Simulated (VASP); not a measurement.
# MnO2 (P-3m1) in VASP: a series of runs

MnO2 is run at these levels: PBE+U; tasks: single point.

Everything below comes from runs of VASP 6.6.1. Logs are shortened: lines on timing, memory, paths and dates and some standing lists are left out, and cuts for length are marked.

## (1) The cell of the first run

The structure is trigonal, space group P-3m1 (No. 164). Conventional cell: a = 2.926 Å, b = 2.926 Å, c = 5.603 Å, α = 90.00°, β = 90.00°, γ = 120.00°. Within 2.6 Å of Mn (site symmetry -3m) lie 6 O at 1.94 Å. Within 2.6 Å of O (site symmetry 3m) lie 3 Mn at 1.94 Å and 3 O at 2.54 Å.

## (2) Single point, PBE+U, collinear spin, ferrimagnetic start

Contents of INCAR:

```
SYSTEM = MnO2
PREC = Accurate
ENCUT = 520
EDIFF = 1E-6
ISMEAR = 0
SIGMA = 0.05
LREAL = .FALSE.
LASPH = .TRUE.
NELM = 150
ALGO = Normal
ISIF = 2
LWAVE = .FALSE.
LCHARG = .FALSE.
ISPIN = 2
MAGMOM = 3.16 -0.16 -0.16
LORBIT = 11
LMAXMIX = 4
LDAU = .TRUE.
LDAUTYPE = 2
LDAUL = 2 -1
LDAUU = 3.9 0
LDAUJ = 0 0
LDAUPRINT = 1
GGA = PE
NBANDS = 24
```

Contents of KPOINTS:

```
Automatic mesh
0
G
  10 10 6
  0 0 0
```

Contents of POSCAR:

```
MnO2
1.0
    2.9259505216      0.0000000000      0.0000000000
   -1.4629752608      2.5339474819      0.0000000000
    0.0000000000      0.0000000000      5.6025006584
Mn O
1 2
Direct
    0.0000000000      0.0000000000      0.0000000000
    0.3333333333      0.6666666667      0.1695067675
    0.6666666667      0.3333333333      0.8304932325
```

Potentials or basis: VASP PAW PBE potentials, release 64 (Mn_pv, O).

Run with:

```console
$ cat potpaw_PBE.64/Mn_pv/POTCAR potpaw_PBE.64/O/POTCAR > POTCAR
$ mpirun -np 1 vasp_std > vasp.out
```

OUTCAR:

```text
SYSTEM = MnO2
   PREC = Accurate
   ENCUT = 520
   EDIFF = 1E-6
   ISMEAR = 0
   LREAL = .FALSE.
   LASPH = .TRUE.
   NELM = 150
   ISIF = 2
   ISPIN = 2
   LORBIT = 11
   GGA = PE

 ion  position               nearest neighbor table
   1  0.000  0.000  0.000-   2 1.94   3 1.94   2 1.94   3 1.94   3 1.94   2 1.94
   2  0.333  0.667  0.170-   1 1.94   1 1.94   1 1.94
   3  0.667  0.333  0.830-   1 1.94   1 1.94   1 1.94

  LATTYP: Found a hexagonal cell.
 ALAT       =     2.9259505216
 C/A-ratio  =     1.9147626103

  Lattice vectors:

 A1 = (   2.9259505216,   0.0000000000,   0.0000000000)
 A2 = (  -1.4629752608,   2.5339474819,   0.0000000000)
 A3 = (   0.0000000000,   0.0000000000,   5.6025006584)

Analysis of symmetry for initial positions (statically):
=====================================================================
 Subroutine PRICEL returns:
 Original cell was already a primitive cell.

 Routine SETGRP: Setting up the symmetry group for a
 hexagonal supercell.

 Subroutine GETGRP returns: Found 12 space group operations
 (whereof 12 operations were pure point group operations)
 out of a pool of 24 trial point group operations.

The static configuration has the point symmetry D_3d.

Analysis of symmetry for dynamics (positions and initial velocities):
=====================================================================
 Subroutine PRICEL returns:
 Original cell was already a primitive cell.

 Routine SETGRP: Setting up the symmetry group for a
 hexagonal supercell.

 Subroutine GETGRP returns: Found 12 space group operations
 (whereof 12 operations were pure point group operations)
 out of a pool of 24 trial point group operations.

The dynamic configuration has the point symmetry D_3d.

Analysis of structural, dynamic, and magnetic symmetry:
=====================================================================
 Subroutine PRICEL returns:
 Original cell was already a primitive cell.

 Routine SETGRP: Setting up the symmetry group for a
 hexagonal supercell.

 Subroutine GETGRP returns: Found 12 space group operations
 (whereof 12 operations were pure point group operations)
 out of a pool of 24 trial point group operations.

The overall configuration has the point symmetry D_3d.

 Subroutine INISYM returns: Found 12 space group operations
 (whereof 12 operations are pure point group operations),
 and found     1 'primitive' translations

----------------------------------------------------------------------------------------

                                     Primitive cell

  volume of cell :      41.5381

  direct lattice vectors                    reciprocal lattice vectors
     2.925950522  0.000000000  0.000000000     0.341769279  0.197320585  0.000000000
    -1.462975261  2.533947482  0.000000000     0.000000000  0.394641170  0.000000000
     0.000000000  0.000000000  5.602500658     0.000000000  0.000000000  0.178491724

  length of vectors
     2.925950522  2.925950522  5.602500658     0.394641170  0.394641170  0.178491724

  position of ions in fractional coordinates (direct lattice)
     0.000000000  0.000000000  0.000000000
     0.333333333  0.666666667  0.169506768
     0.666666667  0.333333333  0.830493232

  ion indices of the primitive-cell ions
   primitive index   ion index
                 1           1
                 2           2
                 3           3

----------------------------------------------------------------------------------------

 KPOINTS: Automatic mesh

Automatic generation of k-mesh.
 Grid dimensions read from file:
 generate k-points for:   10   10    6

 Generating k-lattice:

  Cartesian coordinates                     Fractional coordinates (reciprocal lattice)
     0.034176928  0.019732059  0.000000000     0.100000000  0.000000000  0.000000000
     0.000000000  0.039464117  0.000000000     0.000000000  0.100000000  0.000000000
     0.000000000  0.000000000  0.029748621     0.000000000  0.000000000  0.166666667

  Length of vectors
     0.039464117  0.039464117  0.029748621

  Shift w.r.t. Gamma in fractional coordinates (k-lattice)
     0.000000000  0.000000000  0.000000000

 Subroutine IBZKPT returns following result:
 ===========================================

 Found     72 irreducible k-points:

 Following reciprocal coordinates:
            Coordinates               Weight
  0.000000  0.000000  0.000000      1.000000
  0.100000  0.000000  0.000000      6.000000
  0.200000  0.000000  0.000000      6.000000
  0.300000 -0.000000  0.000000      6.000000
  0.400000 -0.000000  0.000000      6.000000
  0.500000  0.000000  0.000000      3.000000
[... 16 lines left out ...]
  0.000000  0.400000  0.166667      6.000000
  0.500000  0.000000  0.166667      6.000000
 [... further k-points ...]
   k-points           NKPTS =     72   k-points in BZ     NKDIM =     72   number of bands    NBANDS=     24
   number of dos      NEDOS =    301   number of ions     NIONS =      3
   total plane-waves  NPLWV =  24192
   dimension x,y,z NGX =    24 NGY =   24 NGZ =   42
   dimension x,y,z NGXF=    48 NGYF=   48 NGZF=   84
   ions per type =               1   2
   NGX,Y,Z   is equivalent  to a cutoff of  13.64, 13.64, 12.46 a.u.
   NGXF,Y,Z  is equivalent  to a cutoff of  27.27, 27.27, 24.93 a.u.
 SYSTEM =  MnO2
   PREC   = accura    normal or accurate (medium, high low for compatibility)
   ISTART =      0    job   : 0-new  1-cont  2-samecut
   ICHARG =      2    charge: 1-file 2-atom 10-const
   ISPIN  =      2    spin polarized calculation?
   LNONCOLLINEAR =      F non collinear calculations
   LSORBIT =      F    spin-orbit coupling
   LASPH  =      T    aspherical Exc in radial PAW
   ENCUT  =  520.0 eV  38.22 Ry    6.18 a.u.   5.44  5.44 10.42*2*pi/ulx,y,z
   NELM   =    150;   NELMIN=  2; NELMDL= -5     # of ELM steps
   EDIFF  = 0.1E-05   stopping-criterion for ELM
   LREAL  =      F    real-space projection
   EDIFFG = 0.1E-04   stopping-criterion for IOM
   NSW    =      0    number of steps for IOM
   IBRION =     -1    ionic relax: 0-MD 1-quasi-New 2-CG
   NFREE  =      0    steps in history (QN), initial steepest desc. (CG)
   ISIF   =      2    stress and relaxation
   ISYM   =      2    0-nonsym 1-usesym 2-fastsym
   POTIM  = 0.5000    time-step for ionic-motion
   TEBEG  =    0.0;   TEEND  =   0.0 temperature during run
   PSTRESS=    0.0 pullay stress
   NELECT =      25.0000    total number of electrons
   NUPDOWN=      -1.0000    fix difference up-down
   EMIN   =  10.00;   EMAX   =-10.00  energy-range for DOS
   EFERMI =   0.00;   METHOD = LEGACY
   ISMEAR =     0;   SIGMA  =   0.05  broadening in eV -4-tet -1-fermi 0-gaus
   EFERMI_NEDOS =   21; number of points for ismear=-14 and -15
   IALGO  =     38    algorithm
   IMIX   =      4    mixing-type and parameters
     AMIX     =   0.40;   BMIX     =  1.00
     AMIX_MAG =   1.60;   BMIX_MAG =  1.00
  volume/ion in A,a.u.               =      13.85        93.44
  Fermi-wavevector in a.u.,A,eV,Ry     =   1.382206  2.611990 25.993828  1.910492
  Thomas-Fermi vector in A             =   2.506919
   LORBIT       =     11    0 simple, 1 ext, 2 COOP (PROOUT), +10 PAW based schemes
 LDA+U is selected, type is set to LDAUTYPE =  2
   angular momentum for each species LDAUL =     2   -1
   U (eV)           for each species LDAUU =   3.9  0.0
   J (eV)           for each species LDAUJ =   0.0  0.0
   GGA     = PE    functional components
   LHFCALC =     F    Hartree Fock is set to
   AEXX    =    0.0000 exact exchange contribution
   IVDW    =     0    specifies the selected vdW correction
   LEPSILON=     F    determine dielectric tensor
   LRPA    =     F    only Hartree local field effects (RPA)
 spin polarized calculation
 Gauss-broadening in eV      SIGMA  =   0.05
  energy-cutoff  :      520.00
  volume of cell :       41.54
 maximum number of plane-waves:      1149
 NGX is ok and might be reduce to    24
   NGX = 11   NGY = 11   NGZ = 21

atom =   1  type =  1  l = 2

 onsite density matrix

spin component  1

  0.7893 -0.0000 -0.0000  0.1984  0.0000
 -0.0000  0.7353 -0.0000  0.0000  0.1984
 -0.0000 -0.0000  0.9607  0.0000 -0.0000
  0.1984  0.0000  0.0000  0.7353  0.0000
  0.0000  0.1984 -0.0000  0.0000  0.7893

spin component  2

  0.1834 -0.0000 -0.0000 -0.1164  0.0000
 -0.0000  0.1981  0.0000 -0.0000 -0.1164
 -0.0000  0.0000  0.0727 -0.0000 -0.0000
 -0.1164 -0.0000 -0.0000  0.1981  0.0000
  0.0000 -0.1164 -0.0000  0.0000  0.1834

 occupancies and eigenvectors

  o =  0.0727  v =  0.0000  0.0000  0.0000  0.0000  0.0000 -0.0000 -0.0000 -1.0000 -0.0000 -0.0000      0.0000  0.0000  0.0000  0.0000  0.0000  0.0000  0.0000  0.0000  0.0000  0.0000
  o =  0.0742  v =  0.0000  0.0000  0.0000  0.0000  0.0000 -0.0000 -0.6844  0.0000 -0.0000 -0.7291      0.0000  0.0000  0.0000  0.0000  0.0000  0.0000  0.0000  0.0000  0.0000  0.0000
  o =  0.0742  v =  0.0000  0.0000  0.0000  0.0000  0.0000  0.7291 -0.0000  0.0000  0.6844 -0.0000      0.0000  0.0000  0.0000  0.0000  0.0000  0.0000  0.0000  0.0000  0.0000  0.0000
  o =  0.3074  v =  0.0000  0.0000  0.0000  0.0000  0.0000  0.0000 -0.7291 -0.0000 -0.0000  0.6844      0.0000  0.0000  0.0000  0.0000  0.0000  0.0000  0.0000  0.0000  0.0000  0.0000
  o =  0.3074  v =  0.0000  0.0000  0.0000  0.0000  0.0000  0.6844  0.0000  0.0000 -0.7291 -0.0000      0.0000  0.0000  0.0000  0.0000  0.0000  0.0000  0.0000  0.0000  0.0000  0.0000
  o =  0.5620  v = -0.0000 -0.7533  0.0000  0.0000  0.6577  0.0000  0.0000  0.0000  0.0000  0.0000      0.0000  0.0000  0.0000  0.0000  0.0000  0.0000  0.0000  0.0000  0.0000  0.0000
  o =  0.5620  v = -0.6577  0.0000 -0.0000  0.7533 -0.0000  0.0000  0.0000  0.0000  0.0000  0.0000      0.0000  0.0000  0.0000  0.0000  0.0000  0.0000  0.0000  0.0000  0.0000  0.0000
  o =  0.9607  v = -0.0000  0.0000  1.0000 -0.0000  0.0000  0.0000  0.0000  0.0000  0.0000  0.0000      0.0000  0.0000  0.0000  0.0000  0.0000  0.0000  0.0000  0.0000  0.0000  0.0000
  o =  0.9625  v =  0.0000 -0.6577  0.0000  0.0000 -0.7533  0.0000  0.0000  0.0000  0.0000  0.0000      0.0000  0.0000  0.0000  0.0000  0.0000  0.0000  0.0000  0.0000  0.0000  0.0000
  o =  0.9625  v =  0.7533  0.0000 -0.0000  0.6577  0.0000  0.0000  0.0000  0.0000  0.0000  0.0000      0.0000  0.0000  0.0000  0.0000  0.0000  0.0000  0.0000  0.0000  0.0000  0.0000

 number of electron      25.0000015 magnetization       3.0000609

 Free energy of the ion-electron system (eV)
  ---------------------------------------------------
  ext. energy  EPLUGINS =         0.00000000
  ---------------------------------------------------
  free energy    TOTEN  =       -21.25952378 eV

  energy without entropy =      -21.25952378  energy(sigma->0) =      -21.25952378

 E-fermi :   0.5081     XC(G=0):  -9.1794

 val. band max:        0.2308336619   @ k =   0.2000   0.1000   0.0000
 cond. band min:       2.0739579854   @ k =   0.0000   0.3000   0.3333
 fundamental gap:      1.8431243235
 Fermi energy:         0.5081455052

 spin component 1

 k-point     1 :       0.0000    0.0000    0.0000
  band No.  band energies     occupation
      1     -49.7913      1.00000
      2     -49.7913      1.00000
      3     -49.7906      1.00000
      4     -18.0913      1.00000
      5     -15.9841      1.00000
      6      -5.5916      1.00000
[... 16 lines left out ...]
     23      22.3530      0.00000
     24      22.9348      0.00000
[... 598 lines left out ...]
      2     -49.8185      1.00000
      3     -49.7718      1.00000
      4     -16.6140      1.00000
      5     -16.4451      1.00000
      6      -6.3115      1.00000
[... 16 lines left out ...]
     23      20.9732      0.00000
     24      21.4406      0.00000

 [... further k-points ...]

 spin component 2

 k-point     1 :       0.0000    0.0000    0.0000
  band No.  band energies     occupation
      1     -46.3000      1.00000
      2     -46.3000      1.00000
      3     -46.1011      1.00000
      4     -18.1760      1.00000
      5     -16.1935      1.00000
      6      -3.5720      1.00000
[... 16 lines left out ...]
     23      24.0128      0.00000
     24      24.9774      0.00000
[... 598 lines left out ...]
      2     -46.3322      1.00000
      3     -46.0760      1.00000
      4     -16.6793      1.00000
      5     -16.6303      1.00000
      6      -4.7362      1.00000
[... 16 lines left out ...]
     23      21.6446      0.00000
     24      21.8259      0.00000

 [... further k-points ...]
[... 5 lines left out ...]
  --------------------------------------------------------------------------------------
  -------------------------------------------------------------------------------------
  Total       -0.0578779     -0.0578779      0.1252949      0.0000000      0.0000000     -0.0000000
  in kB       -2.2324231     -2.2324231      4.8327853      0.0000000      0.0000000     -0.0000000
  external PRESSURE =       0.1226463 kB  Pullay stress =       0.0000000 kB

 VOLUME and BASIS-vectors are now :
 -----------------------------------------------------------------------------
  energy-cutoff  :      520.00
  volume of cell :       41.54
      direct lattice vectors                 reciprocal lattice vectors
     2.925950522  0.000000000  0.000000000     0.341769279  0.197320585  0.000000000
    -1.462975261  2.533947482  0.000000000     0.000000000  0.394641170  0.000000000
     0.000000000  0.000000000  5.602500658     0.000000000  0.000000000  0.178491724

 POSITION                                       TOTAL-FORCE (eV/Angst)
 -----------------------------------------------------------------------------------
      0.00000      0.00000      0.00000        -0.000000      0.000000      0.000000
     -0.00000      1.68930      0.94966         0.000000     -0.000000      0.087181
      1.46298      0.84465      4.65284         0.000000      0.000000     -0.087181
 -----------------------------------------------------------------------------------
    total drift:                               -0.000000      0.000000      0.000000

  FREE ENERGIE OF THE ION-ELECTRON SYSTEM (eV)
  ---------------------------------------------------
  free  energy   TOTEN  =       -21.2595237848 eV

  energy  without entropy=      -21.2595237848  energy(sigma->0) =      -21.25952378

 total charge

# of ion       s       p       d       tot
------------------------------------------
    1        0.341   6.431   4.816  11.588
    2        1.581   3.401   0.000   4.983
    3        1.581   3.401   0.000   4.983
--------------------------------------------------
tot          3.504  13.234   4.816  21.553

 magnetization (x)

# of ion       s       p       d       tot
------------------------------------------
    1        0.032   0.042   3.171   3.245
    2        0.002  -0.132   0.000  -0.130
    3        0.002  -0.132   0.000  -0.130
--------------------------------------------------
tot          0.036  -0.222   3.171   2.985
```

Run time: 5.2 min. Hardware: 1 thread of AMD EPYC, shared host; peak memory 0.22 GiB.

Results:

```
Free energy                                           : -21.2595 eV
Pressure                                              : 0.0 GPa
Largest force                                         : 0.087 eV/Å
Band gap on the k mesh                                : 1.84 eV, indirect (least direct gap 2.01 eV)
Net moment                                            : 3.00 μB per cell
Site moments                                          : Mn +3.25; O -0.13 μB
Valence electrons inside the program's atomic spheres : Mn 11.59; O 4.98
```

Forces on the atoms (eV/Å):
```
Mn   0.000  0.000  0.000
O    0.000  0.000  0.087
O    0.000  0.000 -0.087
```

Eigenvalues of the final occupation matrices:
```csv
site,spin,trace,eigenvalues
site 1 d,1,4.01,0.56 0.56 0.96 0.96 0.96
site 1 d,2,0.84,0.07 0.07 0.07 0.31 0.31
```

Caveat: a cell with one magnetic atom can't hold antiferromagnetic order, which such compounds often take. A k mesh can miss the band edges.

## (3) Single point, PBE+U, collinear spin, ferrimagnetic start (volume scaled by 1.040)

Contents of INCAR:

```
SYSTEM = MnO2
PREC = Accurate
ENCUT = 520
EDIFF = 1E-6
ISMEAR = 0
SIGMA = 0.05
LREAL = .False.
LASPH = .True.
NELM = 150
ALGO = Normal
ISIF = 2
LWAVE = .False.
LCHARG = .False.
ISPIN = 2
MAGMOM = 3.15 -0.15 -0.15
LORBIT = 11
LMAXMIX = 4
LDAU = .True.
LDAUTYPE = 2
LDAUL = 2 -1
LDAUU = 3.9 0
LDAUJ = 0 0
LDAUPRINT = 1
GGA = PE
NBANDS = 24
```

Contents of KPOINTS:

```
Automatic mesh
0
Gamma
  10 10 6
  0 0 0
```

Contents of POSCAR:

```
MnO2
1.0
    2.9208194151      0.0000000000      0.0000000000
   -1.4604097076      2.5295038134      0.0000000000
    0.0000000000      0.0000000000      5.7252669764
Mn O
1 2
Direct
    0.0000000000      0.0000000000      0.0000000000
    0.3333333333      0.6666666667      0.1662224769
    0.6666666667      0.3333333333      0.8337775231
```

Potentials or basis: VASP PAW PBE potentials, release 64 (Mn_pv, O).

Run with:

```console
$ cat potpaw_PBE.64/Mn_pv/POTCAR potpaw_PBE.64/O/POTCAR > POTCAR
$ mpirun -np 1 vasp_std > vasp.out
```

It took 6.2 min on 1 thread of AMD EPYC, shared host; peak memory 0.23 GiB.

The run converged. Its results:

| Property | Result |
| --- | --- |
| Free energy | -21.2596 eV |
| Pressure | 0.3 GPa |
| Largest force | 0.089 eV/Å |
| Band gap on the k mesh | 1.89 eV, indirect (least direct gap 2.06 eV) |
| Net moment | 3.00 μB per cell |
| Site moments | Mn +3.24; O -0.13 μB |
| Valence electrons inside the program's atomic spheres | Mn 11.59; O 4.98 |

Forces on the atoms (eV/Å):
```
Mn   0.000  0.000  0.000
O    0.000  0.000  0.089
O    0.000  0.000 -0.089
```

Stress tensor (GPa, compression positive):
```
0.27 0.00 0.00
0.00 0.27 0.00
0.00 0.00 0.46
```

Levels at points of the mesh, in eV from the valence-band top:
Spin up:
| k point | band 12 | band 13 | band 14 | band 15 | band 16 | band 17 |
| --- | --- | --- | --- | --- | --- | --- |
| (0.00, 0.00, 0.00) | -0.54 | -0.42 | -0.42 | 3.18 | 3.18 | 7.06 |
| (0.50, 0.00, 0.00) | -1.90 | -1.41 | -1.02 | 2.35 | 3.02 | 11.96 |
| (0.00, 0.00, 0.50) | -0.49 | -0.42 | -0.42 | 3.18 | 3.18 | 8.56 |
| (0.50, 0.00, 0.50) | -1.90 | -1.45 | -0.92 | 2.34 | 3.01 | 11.57 |
Spin down:
| k point | band 9 | band 10 | band 11 | band 12 | band 13 | band 14 |
| --- | --- | --- | --- | --- | --- | --- |
| (0.00, 0.00, 0.00) | -0.72 | -0.65 | -0.65 | 3.09 | 3.09 | 4.40 |
| (0.50, 0.00, 0.00) | -2.03 | -1.88 | -1.14 | 3.16 | 3.70 | 3.96 |
| (0.00, 0.00, 0.50) | -1.04 | -0.66 | -0.66 | 3.09 | 3.09 | 4.42 |
| (0.50, 0.00, 0.50) | -2.03 | -1.87 | -1.05 | 3.17 | 3.70 | 3.96 |

Eigenvalues of the final occupation matrices:
```csv
site,spin,trace,eigenvalues
site 1 d,1,4.01,0.56 0.56 0.96 0.96 0.96
site 1 d,2,0.84,0.07 0.07 0.07 0.31 0.31
```

Caveat: a cell with one magnetic atom can't hold antiferromagnetic order, which such compounds often take. The state reached can hang on the start; a lower one may exist.

(Part 1 of 2 ends here.)
